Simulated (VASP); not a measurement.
# Li2O (Fm-3m) in VASP: relaxation of the atoms with r2SCAN

Aim: the relaxation of the atoms of Li2O with r2SCAN.

Program: VASP 6.6.1. These are calculated values, not measurements. Logs are shortened: lines on timing, memory, paths and dates and some standing lists are left out, and cuts for length are marked.

## (1) The cell of the first run

Symmetry: Fm-3m, No. 225, cubic system. The conventional cell has a = 4.660 Å, b = 4.660 Å, c = 4.660 Å, α = 90.00°, β = 90.00°, γ = 90.00°. Li (site symmetry -43m) has 4 O at 2.02 Å and 6 Li at 2.33 Å within 2.7 Å. Within 2.7 Å of O (site symmetry m-3m) lie 8 Li at 2.02 Å.

## (2) Relaxation of the atoms, r2SCAN

Contents of POSCAR:

```
Li2O
1.0
    0.0000000000      2.3302002300      2.3302002300
    2.3302002300      0.0000000000      2.3302002300
    2.3302002300      2.3302002300      0.0000000000
Li O
2 1
Direct
    0.2500000000      0.2500000000      0.2500000000
    0.7500000000      0.7500000000      0.7500000000
    0.0000000000      0.0000000000      0.0000000000
```

Contents of INCAR.step1:

```
SYSTEM = Li2O
PREC = Accurate
ENCUT = 720
ISMEAR = -1
SIGMA = 0.02
LREAL = .FALSE.
LASPH = .TRUE.
NELM = 120
GGA = PE
ALGO = Normal
EDIFF = 1E-5
LWAVE = .TRUE.
LCHARG = .FALSE.
GGA_COMPAT = .FALSE.
IBRION = 2
EDIFFG = -0.01
NELMIN = 4
NSW = 100
```

Contents of INCAR.step2:

```
SYSTEM = Li2O
PREC = Accurate
ENCUT = 720
EDIFF = 1E-7
ISMEAR = -1
SIGMA = 0.02
LREAL = .FALSE.
LASPH = .TRUE.
NELM = 120
ALGO = Normal
ISIF = 2
LWAVE = .FALSE.
LCHARG = .FALSE.
METAGGA = R2SCAN
LMIXTAU = .TRUE.
IBRION = 2
NSW = 50
EDIFFG = -0.01
ISTART = 1
GGA_COMPAT = .FALSE.
NELMIN = 4
```

Contents of KPOINTS:

```
Automatic mesh
0
G
  10 10 10
  0 0 0
```

Potentials or basis: VASP PAW PBE potentials, release 64 (Li_sv, O).

Started as:

```console
> cat potpaw_PBE.64/Li_sv/POTCAR potpaw_PBE.64/O/POTCAR > POTCAR
> cp INCAR.step1 INCAR
> mpirun -np 1 vasp_std > vasp.out
> cp INCAR.step2 INCAR
> mpirun -np 1 vasp_std > vasp.out
```

OUTCAR:

```text
SYSTEM = Li2O
   PREC = Accurate
   ENCUT = 720
   EDIFF = 1E-7
   ISMEAR = -1
   LREAL = .FALSE.
   LASPH = .TRUE.
   NELM = 120
   ISIF = 2
   METAGGA = R2SCAN
   IBRION = 2
   NSW = 50
   EDIFFG = -0.01
   ISTART = 1
   NELMIN = 4

 ion  position               nearest neighbor table
   1  0.250  0.250  0.250-   3 2.02   3 2.02   3 2.02   3 2.02   2 2.33   2 2.33   2 2.33   2 2.33
                             2 2.33   2 2.33
   2  0.750  0.750  0.750-   3 2.02   3 2.02   3 2.02   3 2.02   1 2.33   1 2.33   1 2.33   1 2.33
                             1 2.33   1 2.33
   3  0.000  0.000  0.000-   2 2.02   2 2.02   2 2.02   1 2.02   2 2.02   1 2.02   1 2.02   1 2.02

  LATTYP: Found a face centered cubic cell.
 ALAT       =     4.6604004600

  Lattice vectors:

 A1 = (   0.0000000000,   2.3302002300,   2.3302002300)
 A2 = (   2.3302002300,   0.0000000000,   2.3302002300)
 A3 = (   2.3302002300,   2.3302002300,   0.0000000000)

Analysis of symmetry for initial positions (statically):
=====================================================================
 Subroutine PRICEL returns:
 Original cell was already a primitive cell.

 Routine SETGRP: Setting up the symmetry group for a
 face centered cubic supercell.

 Subroutine GETGRP returns: Found 48 space group operations
 (whereof 48 operations were pure point group operations)
 out of a pool of 48 trial point group operations.

The static configuration has the point symmetry O_h .

Analysis of symmetry for dynamics (positions and initial velocities):
=====================================================================
 Subroutine PRICEL returns:
 Original cell was already a primitive cell.

 Routine SETGRP: Setting up the symmetry group for a
 face centered cubic supercell.

 Subroutine GETGRP returns: Found 48 space group operations
 (whereof 48 operations were pure point group operations)
 out of a pool of 48 trial point group operations.

The dynamic configuration has the point symmetry O_h .

 Subroutine INISYM returns: Found 48 space group operations
 (whereof 48 operations are pure point group operations),
 and found     1 'primitive' translations

----------------------------------------------------------------------------------------

                                     Primitive cell

  volume of cell :      25.3052

  direct lattice vectors                    reciprocal lattice vectors
     0.000000000  2.330200230  2.330200230    -0.214573835  0.214573835  0.214573835
     2.330200230  0.000000000  2.330200230     0.214573835 -0.214573835  0.214573835
     2.330200230  2.330200230  0.000000000     0.214573835  0.214573835 -0.214573835

  length of vectors
     3.295400768  3.295400768  3.295400768     0.371652784  0.371652784  0.371652784

  position of ions in fractional coordinates (direct lattice)
     0.250000000  0.250000000  0.250000000
     0.750000000  0.750000000  0.750000000
     0.000000000  0.000000000  0.000000000

  ion indices of the primitive-cell ions
   primitive index   ion index
                 1           1
                 2           2
                 3           3

----------------------------------------------------------------------------------------

 KPOINTS: Automatic mesh

Automatic generation of k-mesh.
 Grid dimensions read from file:
 generate k-points for:   10   10   10

 Generating k-lattice:

  Cartesian coordinates                     Fractional coordinates (reciprocal lattice)
    -0.021457384  0.021457384  0.021457384     0.100000000  0.000000000  0.000000000
     0.021457384 -0.021457384  0.021457384     0.000000000  0.100000000  0.000000000
     0.021457384  0.021457384 -0.021457384     0.000000000  0.000000000  0.100000000

  Length of vectors
     0.037165278  0.037165278  0.037165278

  Shift w.r.t. Gamma in fractional coordinates (k-lattice)
     0.000000000  0.000000000  0.000000000

 Subroutine IBZKPT returns following result:
 ===========================================

 Found     47 irreducible k-points:

 Following reciprocal coordinates:
            Coordinates               Weight
  0.000000  0.000000  0.000000      1.000000
  0.100000  0.000000  0.000000      8.000000
  0.200000  0.000000  0.000000      8.000000
  0.300000  0.000000  0.000000      8.000000
  0.400000  0.000000  0.000000      8.000000
  0.500000  0.000000  0.000000      4.000000
[... 16 lines left out ...]
  0.300000  0.300000  0.000000      6.000000
  0.400000  0.300000  0.000000     24.000000
 [... further k-points ...]
   k-points           NKPTS =     47   k-points in BZ     NKDIM =     47   number of bands    NBANDS=     10
   number of dos      NEDOS =    301   number of ions     NIONS =      3
   total plane-waves  NPLWV =  27000
   dimension x,y,z NGX =    30 NGY =   30 NGZ =   30
   dimension x,y,z NGXF=    60 NGYF=   60 NGZF=   60
   ions per type =               2   1
   NGX,Y,Z   is equivalent  to a cutoff of  15.13, 15.13, 15.13 a.u.
   NGXF,Y,Z  is equivalent  to a cutoff of  30.27, 30.27, 30.27 a.u.
 SYSTEM =  Li2O
   PREC   = accura    normal or accurate (medium, high low for compatibility)
   ISTART =      1    job   : 0-new  1-cont  2-samecut
   ICHARG =      0    charge: 1-file 2-atom 10-const
   ISPIN  =      1    spin polarized calculation?
   LNONCOLLINEAR =      F non collinear calculations
   LSORBIT =      F    spin-orbit coupling
   LASPH  =      T    aspherical Exc in radial PAW
   ENCUT  =  720.0 eV  52.92 Ry    7.27 a.u.   7.21  7.21  7.21*2*pi/ulx,y,z
   NELM   =    120;   NELMIN=  4; NELMDL=  0     # of ELM steps
   EDIFF  = 0.1E-06   stopping-criterion for ELM
   LREAL  =      F    real-space projection
   EDIFFG = -.1E-01   stopping-criterion for IOM
   NSW    =     50    number of steps for IOM
   IBRION =      2    ionic relax: 0-MD 1-quasi-New 2-CG
   NFREE  =      1    steps in history (QN), initial steepest desc. (CG)
   ISIF   =      2    stress and relaxation
   ISYM   =      2    0-nonsym 1-usesym 2-fastsym
   POTIM  = 0.5000    time-step for ionic-motion
   TEBEG  =    0.0;   TEEND  =   0.0 temperature during run
   PSTRESS=    0.0 pullay stress
   NELECT =      12.0000    total number of electrons
   NUPDOWN=      -1.0000    fix difference up-down
   EMIN   =  10.00;   EMAX   =-10.00  energy-range for DOS
   EFERMI =   0.00;   METHOD = LEGACY
   ISMEAR =    -1;   SIGMA  =   0.02  broadening in eV -4-tet -1-fermi 0-gaus
   EFERMI_NEDOS =   21; number of points for ismear=-14 and -15
   IALGO  =     38    algorithm
   IMIX   =      4    mixing-type and parameters
     AMIX     =   0.40;   BMIX     =  1.00
     AMIX_MAG =   1.60;   BMIX_MAG =  1.00
  volume/ion in A,a.u.               =       8.44        56.92
  Fermi-wavevector in a.u.,A,eV,Ry     =   1.276631  2.412483 22.174590  1.629786
  Thomas-Fermi vector in A             =   2.409276
   LORBIT       =      0    0 simple, 1 ext, 2 COOP (PROOUT), +10 PAW based schemes
   METAGGA = R2SCAN    functional components
   LHFCALC =     F    Hartree Fock is set to
   AEXX    =    0.0000 exact exchange contribution
   IVDW    =     0    specifies the selected vdW correction
   LEPSILON=     F    determine dielectric tensor
   LRPA    =     F    only Hartree local field effects (RPA)
 conjugate gradient relaxation of ions
 non-spin polarized calculation
  energy-cutoff  :      720.00
  volume of cell :       25.31
 maximum number of plane-waves:      1123
 NGX is ok and might be reduce to    30
   NGX = 15   NGY = 15   NGZ = 15

 number of electron      11.9999997 magnetization

 Free energy of the ion-electron system (eV)
  ---------------------------------------------------
  ext. energy  EPLUGINS =         0.00000000
  ---------------------------------------------------
  free energy    TOTEN  =       -16.82220171 eV

  energy without entropy =      -16.82220171  energy(sigma->0) =      -16.82220171

 E-fermi :   1.1976     XC(G=0): -10.1467

 val. band max:        0.7927666433   @ k =   0.0000   0.0000   0.0000
 cond. band min:       6.4057866998   @ k =   0.5000   0.5000   0.0000
 fundamental gap:      5.6130200565
 Fermi energy:         1.1976364749

 k-point     1 :       0.0000    0.0000    0.0000
  band No.  band energies     occupation
      1     -43.5195      2.00000
      2     -43.2274      2.00000
      3     -15.5414      2.00000
      4       0.7928      2.00000
      5       0.7928      2.00000
      6       0.7928      2.00000
      7       6.6645      0.00000
      8      13.7163      0.00000
      9      13.7163      0.00000
     10      13.7163      0.00000

 k-point     2 :       0.1000    0.0000    0.0000
  band No.  band energies     occupation
      1     -43.5112      2.00000
      2     -43.2335      2.00000
      3     -15.5239      2.00000
      4       0.4705      2.00000
      5       0.7476      2.00000
      6       0.7476      2.00000
      7       6.9340      0.00000
      8      13.7174      0.00000
      9      13.8600      0.00000
     10      13.8600      0.00000

 k-point     3 :       0.2000    0.0000    0.0000
  band No.  band energies     occupation
      1     -43.4874      2.00000
      2     -43.2514      2.00000
      3     -15.4757      2.00000
      4      -0.2783      2.00000
      5       0.6341      2.00000
      6       0.6341      2.00000
      7       7.6321      0.00000
      8      13.5914      0.00000
      9      14.1066      0.00000
     10      14.1066      0.00000
[... 248 lines left out ...]
 k-point    23 :       0.3000    0.3000    0.0000
  band No.  band energies     occupation
      1     -43.4445      2.00000
      2     -43.2813      2.00000
      3     -15.3801      2.00000
      4      -0.4296      2.00000
      5      -0.1191      2.00000
      6      -0.1191      2.00000
      7       7.3293      0.00000
      8      14.5584      0.00000
      9      14.5584      0.00000
     10      15.3883      0.00000

 k-point    24 :       0.4000    0.3000    0.0000
  band No.  band energies     occupation
      1     -43.4236      2.00000
      2     -43.2973      2.00000
      3     -15.3415      2.00000
      4      -0.7939      2.00000
      5      -0.2533      2.00000
      6      -0.2092      2.00000
      7       7.2986      0.00000
      8      14.2920      0.00000
      9      14.7494      0.00000
     10      15.7687      0.00000

 [... further k-points ...]
[... 5 lines left out ...]
  --------------------------------------------------------------------------------------
  -------------------------------------------------------------------------------------
  Total       -0.8533062     -0.8533062     -0.8533062      0.0000000     -0.0000000      0.0000000
  in kB      -54.0263654    -54.0263654    -54.0263654      0.0000000     -0.0000000      0.0000000
  external PRESSURE =     -54.0263654 kB  Pullay stress =       0.0000000 kB

 VOLUME and BASIS-vectors are now :
 -----------------------------------------------------------------------------
  energy-cutoff  :      720.00
  volume of cell :       25.31
      direct lattice vectors                 reciprocal lattice vectors
     0.000000000  2.330200230  2.330200230    -0.214573835  0.214573835  0.214573835
     2.330200230  0.000000000  2.330200230     0.214573835 -0.214573835  0.214573835
     2.330200230  2.330200230  0.000000000     0.214573835  0.214573835 -0.214573835

 POSITION                                       TOTAL-FORCE (eV/Angst)
 -----------------------------------------------------------------------------------
      1.16510      1.16510      1.16510         0.000000      0.000000      0.000000
      3.49530      3.49530      3.49530        -0.000000     -0.000000     -0.000000
      0.00000      0.00000      0.00000        -0.000000     -0.000000     -0.000000
 -----------------------------------------------------------------------------------
    total drift:                                0.000000     -0.000000      0.000000

  FREE ENERGIE OF THE ION-ELECTRON SYSTEM (eV)
  ---------------------------------------------------
  free  energy   TOTEN  =       -16.8222017124 eV

  energy  without entropy=      -16.8222017124  energy(sigma->0) =      -16.82220171

 reached required accuracy - stopping structural energy minimisation
```

It took 3.2 min on 1 thread of Intel Xeon 8259CL, shared host; peak memory 0.17 GiB.

What came out:

- Free energy: -16.8222 eV
- Pressure after relaxing: -5.4 GPa
- Band gap on the k mesh: 5.61 eV, indirect (least direct gap 5.87 eV)

Final structure:
```
Li O
1.0
     0.00000    2.33020    2.33020
     2.33020    0.00000    2.33020
     2.33020    2.33020    0.00000
Li O
2 1
Direct
  0.25000 0.25000 0.25000
  0.75000 0.75000 0.75000
  0.00000 0.00000 0.00000
```

Caveat: the relaxation stopped at its first step, so nothing moved; the PAW data sets were made with another functional, which shifts forces and pressure a little.
